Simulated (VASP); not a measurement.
# GeP2S4 (I4/mmm) in VASP: single point with PBE

Aim: the single point of GeP2S4 with PBE.

All numbers are computed with VASP 6.6.1; they aren't measurements. Logs are shortened: lines on timing, memory, paths and dates and some standing lists are left out, and cuts for length are marked.

## 1. The cell of the first run

It takes space group I4/mmm (No. 139, tetragonal). Conventional cell: a = 5.098 Å, b = 5.098 Å, c = 12.660 Å, α = 90.00°, β = 90.00°, γ = 90.00°. Ge (site symmetry 4/mmm) has 6 S at 2.55 to 3.12 Å within 3.4 Å. Within 2.6 Å of P (site symmetry 4mm) lie 1 S at 1.92 Å and 1 P at 2.58 Å. Within 3.4 Å of S (site symmetry mmm) lie 2 Ge at 2.55 Å and 4 P at 2.86 Å. Within 2.6 Å of S (site symmetry 4mm) lie 1 P at 1.92 Å.

## 2. Single point, PBE

File INCAR:

```
SYSTEM = GeP2S4
ALGO = Normal
EDIFF = 1E-6
ENCUT = 520
GGA = PE
ISIF = 2
ISMEAR = 0
LASPH = .True.
LCHARG = .False.
LREAL = .False.
LWAVE = .False.
NBANDS = 33
NELM = 100
PREC = Accurate
SIGMA = 0.1
```

File KPOINTS:

```
k-points
0
Gamma
  6 6 6
  0 0 0
```

File POSCAR:

```
GeP2S4
1.0
   -2.5490626783      2.5490626783      6.3300371567
    2.5490626783     -2.5490626783      6.3300371567
    2.5490626783      2.5490626783     -6.3300371567
Ge P S
1 2 4
Direct
    0.0000000000      0.0000000000      0.0000000000
    0.3981826963      0.3981826963      0.0000000000
    0.6018173037      0.6018173037      0.0000000000
    0.5000000000      0.0000000000      0.5000000000
    0.0000000000      0.5000000000      0.5000000000
    0.2461751262      0.2461751262      0.0000000000
    0.7538248738      0.7538248738      0.0000000000
```

Potentials or basis: VASP PAW PBE potentials, release 64 (Ge_d, P, S).

Run with:

```sh
$ cat potpaw_PBE.64/Ge_d/POTCAR potpaw_PBE.64/P/POTCAR potpaw_PBE.64/S/POTCAR > POTCAR
$ mpirun -np 1 vasp_std > vasp.out
```

OUTCAR:

```text
SYSTEM = GeP2S4
   EDIFF = 1E-6
   ENCUT = 520
   GGA = PE
   ISIF = 2
   ISMEAR = 0
   LASPH = .True.
   LREAL = .False.
   NELM = 100
   PREC = Accurate

 ion  position               nearest neighbor table
   1  0.000  0.000  0.000-   4 2.55   5 2.55   5 2.55   4 2.55
   2  0.398  0.398  0.000-   6 1.92   3 2.58   5 2.86   4 2.86   4 2.86   5 2.86
   3  0.602  0.602  0.000-   7 1.92   2 2.58   5 2.86   4 2.86   4 2.86   5 2.86
   4  0.500  0.000  0.500-   1 2.55   1 2.55   2 2.86   3 2.86   2 2.86   3 2.86
   5  0.000  0.500  0.500-   1 2.55   1 2.55   2 2.86   3 2.86   3 2.86   2 2.86
   6  0.246  0.246  0.000-   2 1.92
   7  0.754  0.754  0.000-   3 1.92

  LATTYP: Found a body centered tetragonal cell.
 ALAT       =     5.0981253566
 C/A-ratio  =     2.4832803095

  Lattice vectors:

 A1 = (  -2.5490626783,   2.5490626783,   6.3300371567)
 A2 = (   2.5490626783,  -2.5490626783,   6.3300371567)
 A3 = (   2.5490626783,   2.5490626783,  -6.3300371567)

Analysis of symmetry for initial positions (statically):
=====================================================================
 Subroutine PRICEL returns:
 Original cell was already a primitive cell.

 Routine SETGRP: Setting up the symmetry group for a
 body centered tetragonal supercell.

 Subroutine GETGRP returns: Found 16 space group operations
 (whereof 16 operations were pure point group operations)
 out of a pool of 16 trial point group operations.

The static configuration has the point symmetry D_4h.

Analysis of symmetry for dynamics (positions and initial velocities):
=====================================================================
 Subroutine PRICEL returns:
 Original cell was already a primitive cell.

 Routine SETGRP: Setting up the symmetry group for a
 body centered tetragonal supercell.

 Subroutine GETGRP returns: Found 16 space group operations
 (whereof 16 operations were pure point group operations)
 out of a pool of 16 trial point group operations.

The dynamic configuration has the point symmetry D_4h.

 Subroutine INISYM returns: Found 16 space group operations
 (whereof 16 operations are pure point group operations),
 and found     1 'primitive' translations

----------------------------------------------------------------------------------------

                                     Primitive cell

  volume of cell :     164.5232

  direct lattice vectors                    reciprocal lattice vectors
    -2.549062678  2.549062678  6.330037157     0.000000000  0.196150532  0.078988478
     2.549062678 -2.549062678  6.330037157     0.196150532  0.000000000  0.078988478
     2.549062678  2.549062678 -6.330037157     0.196150532  0.196150532  0.000000000

  length of vectors
     7.284559800  7.284559800  7.284559800     0.211457350  0.211457350  0.277398742

  position of ions in fractional coordinates (direct lattice)
     0.000000000  0.000000000  0.000000000
     0.398182696  0.398182696  0.000000000
     0.601817304  0.601817304  0.000000000
     0.500000000  0.000000000  0.500000000
     0.000000000  0.500000000  0.500000000
     0.246175126  0.246175126  0.000000000
     0.753824874  0.753824874  0.000000000

  ion indices of the primitive-cell ions
   primitive index   ion index
                 1           1
                 2           2
                 3           3
                 4           4
                 5           5
                 6           6
                 7           7

----------------------------------------------------------------------------------------

 KPOINTS: k-points

Automatic generation of k-mesh.
 Grid dimensions read from file:
 generate k-points for:    6    6    6

 Generating k-lattice:

  Cartesian coordinates                     Fractional coordinates (reciprocal lattice)
     0.000000000  0.032691755  0.013164746     0.166666667  0.000000000  0.000000000
     0.032691755  0.000000000  0.013164746     0.000000000  0.166666667  0.000000000
     0.032691755  0.032691755  0.000000000     0.000000000  0.000000000  0.166666667

  Length of vectors
     0.035242892  0.035242892  0.046233124

  Shift w.r.t. Gamma in fractional coordinates (k-lattice)
     0.000000000  0.000000000  0.000000000

 Subroutine IBZKPT returns following result:
 ===========================================

 Found     30 irreducible k-points:

 Following reciprocal coordinates:
            Coordinates               Weight
  0.000000  0.000000  0.000000      1.000000
  0.166667  0.000000  0.000000      8.000000
  0.333333 -0.000000  0.000000      8.000000
  0.500000 -0.000000  0.000000      4.000000
  0.166667  0.166667  0.000000      8.000000
  0.333333  0.166667  0.000000     16.000000
[... 16 lines left out ...]
 -0.333333 -0.333333  0.166667      8.000000
 -0.166667 -0.333333  0.166667      8.000000
 [... further k-points ...]
   k-points           NKPTS =     30   k-points in BZ     NKDIM =     30   number of bands    NBANDS=     33
   number of dos      NEDOS =    301   number of ions     NIONS =      7
   total plane-waves  NPLWV = 157464
   dimension x,y,z NGX =    54 NGY =   54 NGZ =   54
   dimension x,y,z NGXF=   108 NGYF=  108 NGZF=  108
   ions per type =               1   2   4
   NGX,Y,Z   is equivalent  to a cutoff of  12.32, 12.32, 12.32 a.u.
   NGXF,Y,Z  is equivalent  to a cutoff of  24.65, 24.65, 24.65 a.u.
 SYSTEM =  GeP2S4
   PREC   = accura    normal or accurate (medium, high low for compatibility)
   ISTART =      0    job   : 0-new  1-cont  2-samecut
   ICHARG =      2    charge: 1-file 2-atom 10-const
   ISPIN  =      1    spin polarized calculation?
   LNONCOLLINEAR =      F non collinear calculations
   LSORBIT =      F    spin-orbit coupling
   LASPH  =      T    aspherical Exc in radial PAW
   ENCUT  =  520.0 eV  38.22 Ry    6.18 a.u.  13.54 13.54 13.54*2*pi/ulx,y,z
   NELM   =    100;   NELMIN=  2; NELMDL= -5     # of ELM steps
   EDIFF  = 0.1E-05   stopping-criterion for ELM
   LREAL  =      F    real-space projection
[... 7 lines left out ...]
   TEBEG  =    0.0;   TEEND  =   0.0 temperature during run
   PSTRESS=    0.0 pullay stress
   NELECT =      48.0000    total number of electrons
   NUPDOWN=      -1.0000    fix difference up-down
   EMIN   =  10.00;   EMAX   =-10.00  energy-range for DOS
   EFERMI =   0.00;   METHOD = LEGACY
   ISMEAR =     0;   SIGMA  =   0.10  broadening in eV -4-tet -1-fermi 0-gaus
   EFERMI_NEDOS =   21; number of points for ismear=-14 and -15
   IALGO  =     38    algorithm
   IMIX   =      4    mixing-type and parameters
     AMIX     =   0.40;   BMIX     =  1.00
     AMIX_MAG =   1.60;   BMIX_MAG =  1.00
  volume/ion in A,a.u.               =      23.50       158.61
  Fermi-wavevector in a.u.,A,eV,Ry     =   1.085791  2.051847 16.040475  1.178942
  Thomas-Fermi vector in A             =   2.221913
   LORBIT       =      0    0 simple, 1 ext, 2 COOP (PROOUT), +10 PAW based schemes
   GGA     = PE    functional components
   LHFCALC =     F    Hartree Fock is set to
   AEXX    =    0.0000 exact exchange contribution
   IVDW    =     0    specifies the selected vdW correction
   LEPSILON=     F    determine dielectric tensor
   LRPA    =     F    only Hartree local field effects (RPA)
 non-spin polarized calculation
 Gauss-broadening in eV      SIGMA  =   0.10
  energy-cutoff  :      520.00
  volume of cell :      164.52
 maximum number of plane-waves:      4459
   NGX = 27   NGY = 27   NGZ = 27

 number of electron      47.9999993 magnetization

 Free energy of the ion-electron system (eV)
  ---------------------------------------------------
  ext. energy  EPLUGINS =         0.00000000
  ---------------------------------------------------
  free energy    TOTEN  =       -30.07264807 eV

  energy without entropy =      -30.07074569  energy(sigma->0) =      -30.07169688

 E-fermi :   3.8332     XC(G=0):  -8.9631

 val. band max:        3.7855874087   @ k =   0.3333   0.3333   0.1667
 cond. band min:       3.8985949838   @ k =   0.3333   0.3333   0.1667
 fundamental gap:      0.1130075751
 Fermi energy:         3.8331915439

 k-point     1 :       0.0000    0.0000    0.0000
  band No.  band energies     occupation
      1     -21.4098      2.00000
      2     -21.3702      2.00000
      3     -21.3702      2.00000
      4     -21.3062      2.00000
      5     -21.2833      2.00000
      6     -11.3303      2.00000
[... 25 lines left out ...]
     32       9.1684      0.00000
     33       9.8338      0.00000

 k-point     2 :       0.1667    0.0000    0.0000
  band No.  band energies     occupation
      1     -21.4097      2.00000
      2     -21.3702      2.00000
      3     -21.3702      2.00000
      4     -21.3058      2.00000
      5     -21.2833      2.00000
      6     -11.2450      2.00000
[... 25 lines left out ...]
     32       9.3754      0.00000
     33       9.6854      0.00000

 k-point     3 :       0.3333   -0.0000    0.0000
  band No.  band energies     occupation
      1     -21.4094      2.00000
      2     -21.3703      2.00000
      3     -21.3702      2.00000
      4     -21.3048      2.00000
      5     -21.2834      2.00000
      6     -11.0317      2.00000
[... 25 lines left out ...]
     32       9.3425      0.00000
     33       9.8128      0.00000

 k-point     4 :       0.5000   -0.0000    0.0000
  band No.  band energies     occupation
      1     -21.4092      2.00000
      2     -21.3703      2.00000
      3     -21.3701      2.00000
      4     -21.3043      2.00000
      5     -21.2835      2.00000
      6     -10.8723      2.00000
[... 25 lines left out ...]
     32       9.6476      0.00000
     33       9.9836      0.00000

 k-point     5 :       0.1667    0.1667    0.0000
  band No.  band energies     occupation
      1     -21.4095      2.00000
      2     -21.3702      2.00000
      3     -21.3702      2.00000
      4     -21.3053      2.00000
      5     -21.2834      2.00000
      6     -11.1409      2.00000
[... 604 lines left out ...]
 k-point    22 :      -0.1667    0.5000    0.1667
  band No.  band energies     occupation
      1     -21.4093      2.00000
      2     -21.3703      2.00000
      3     -21.3702      2.00000
      4     -21.3048      2.00000
      5     -21.2834      2.00000
      6     -10.9198      2.00000
[... 25 lines left out ...]
     32       9.4751      0.00000
     33       9.9987      0.00000

 k-point    23 :      -0.3333   -0.3333    0.1667
  band No.  band energies     occupation
      1     -21.4095      2.00000
      2     -21.3702      2.00000
      3     -21.3702      2.00000
      4     -21.3053      2.00000
      5     -21.2834      2.00000
      6     -11.0027      2.00000
[... 25 lines left out ...]
     32       9.5592      0.00000
     33       9.5840      0.00000

 k-point    24 :      -0.1667   -0.3333    0.1667
  band No.  band energies     occupation
      1     -21.4097      2.00000
      2     -21.3702      2.00000
      3     -21.3702      2.00000
      4     -21.3058      2.00000
      5     -21.2833      2.00000
      6     -11.1426      2.00000
[... 25 lines left out ...]
     32       9.4958      0.00000
     33       9.7360      0.00000

 [... further k-points ...]
[... 5 lines left out ...]
  --------------------------------------------------------------------------------------
  -------------------------------------------------------------------------------------
  Total        0.2044760      0.2044760     -0.5603928      0.0000000      0.0000000      0.0000000
  in kB        1.9912490      1.9912490     -5.4572753      0.0000000      0.0000000      0.0000000
  external PRESSURE =      -0.4915924 kB  Pullay stress =       0.0000000 kB

 VOLUME and BASIS-vectors are now :
 -----------------------------------------------------------------------------
  energy-cutoff  :      520.00
  volume of cell :      164.52
      direct lattice vectors                 reciprocal lattice vectors
    -2.549062678  2.549062678  6.330037157     0.000000000  0.196150532  0.078988478
     2.549062678 -2.549062678  6.330037157     0.196150532  0.000000000  0.078988478
     2.549062678  2.549062678 -6.330037157     0.196150532  0.196150532  0.000000000

 POSITION                                       TOTAL-FORCE (eV/Angst)
 -----------------------------------------------------------------------------------
      0.00000      0.00000      0.00000        -0.000000     -0.000000     -0.000000
      0.00000      0.00000      5.04102         0.000000      0.000000     -0.162044
      0.00000      0.00000      7.61905         0.000000      0.000000      0.162044
      0.00000      2.54906      0.00000        -0.000000     -0.000000     -0.000000
      2.54906      0.00000      0.00000        -0.000000     -0.000000     -0.000000
      0.00000      0.00000      3.11660        -0.000000     -0.000000      0.161046
      0.00000      0.00000      9.54348         0.000000      0.000000     -0.161046
 -----------------------------------------------------------------------------------
    total drift:                                0.000000      0.000000     -0.000000

  FREE ENERGIE OF THE ION-ELECTRON SYSTEM (eV)
  ---------------------------------------------------
  free  energy   TOTEN  =       -30.0726480692 eV

  energy  without entropy=      -30.0707456926  energy(sigma->0) =      -30.07169688
```

Run time: 5.7 min. Hardware: 1 thread of Intel Xeon 8259CL, shared host; peak memory 0.46 GiB.

What came out:

| Quantity | Value |
| --- | --- |
| Free energy | -30.0726 eV |
| Pressure | 0.0 GPa |
| Largest force | 0.162 eV/Å |
| Band gap on the k mesh | 0.11 eV |

Forces in eV/Å, atoms in the order of the input:
```
Ge   0.000  0.000  0.000
P    0.000  0.000 -0.162
P    0.000  0.000  0.162
S    0.000  0.000  0.000
S    0.000  0.000  0.000
S    0.000  0.000  0.161
S    0.000  0.000 -0.161
```

Levels at points of the mesh, in eV from the valence-band top:
| k point | band 22 | band 23 | band 24 | band 25 | band 26 | band 27 |
| --- | --- | --- | --- | --- | --- | --- |
| (0.00, 0.00, 0.00) | -2.01 | -1.43 | -1.43 | 0.67 | 0.67 | 2.43 |
| (0.50, 0.00, 0.00) | -1.36 | -1.32 | -0.79 | 0.52 | 0.82 | 0.96 |
| (0.50, 0.50, 0.00) | -1.43 | -0.61 | -0.10 | 0.12 | 0.64 | 0.89 |
| (0.50, 0.50, 0.50) | -2.56 | -2.03 | -0.39 | 0.29 | 0.29 | 2.09 |

A k mesh can miss the band edges.
